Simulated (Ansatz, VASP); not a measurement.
LaZn: VASP beside Ansatz

Contents of INCAR:

```
PREC = Accurate ; ENCUT = 520
EDIFF = 1E-7 ; ISMEAR = -1
SIGMA = 0.05 ; LREAL = False
LASPH = True ; NELM = 80
ALGO = Normal ; ISIF = 2
LWAVE = False ; LCHARG = False
NBANDS = 18
```

Contents of KPOINTS:

```
regular mesh
0
Gamma
  9 9 9
```

POSCAR

```
LaZn
1.0
    3.6993181115      0.0000000000      0.0000000000
    0.0000000000      3.6993181115      0.0000000000
    0.0000000000      0.0000000000      3.6993181115
La Zn
1 1
Direct
    0.5000000000      0.5000000000      0.5000000000
    0.0000000000      0.0000000000      0.0000000000
```

Input for Ansatz:

```yaml
crystal:
  lattice:
    - [3.6993181115, 0.0, 0.0]
    - [0.0, 3.6993181115, 0.0]
    - [0.0, 0.0, 3.6993181115]
  atoms:
    - { symbol: La, position: [0.5, 0.5, 0.5] }
    - { symbol: Zn, position: [0.0, 0.0, 0.0] }
kpoints:
  mp_grid: { grid: [9, 9, 9] }
  band_path:
    path:
      - [0.0, 0.0, 0.0]
      - [0.0, 0.5, 0.0]
      - [0.5, 0.5, 0.0]
      - [0.0, 0.0, 0.0]
      - [0.5, 0.5, 0.5]
      - [0.0, 0.5, 0.0]
      - [0.5, 0.5, 0.5]
      - [0.5, 0.5, 0.0]
    npoints: 5
scf:
  occupations: { method: fermi_dirac, width: 0.05 }
hamiltonian:
  xc: lda
  pseudopotentials: { kind: all_electron, lapw: { basis_error: 0.001 } }
output:
  forces: true
  stress: true
  eigenvalues: true
```

Change from the starting cell: volume scaled by 0.96.

Alike in both runs: task single point; functional LDA; k mesh 9 × 9 × 9; occupations fermi-dirac, width 0.05 eV; no spin polarisation.

|  | VASP | Ansatz |
| --- | --- | --- |
| version | VASP 6.6.1 | Ansatz 0.2.0 |
| potentials or method | VASP PAW LDA potentials, release 64 (La, Zn), cutoff 520 eV | all-electron LAPW, scalar-relativistic |

|  | VASP | Ansatz | Ansatz less VASP |
| --- | --- | --- | --- |
| pressure (GPa) | -2.2 | -2.2 | -0.03 |

LDA's correlation is that of Perdew and Zunger in VASP and of Perdew and Wang (1992) in Ansatz. Ansatz ran all-electron here, and VASP with PAW potentials.

Neither program's run includes spin-orbit coupling.
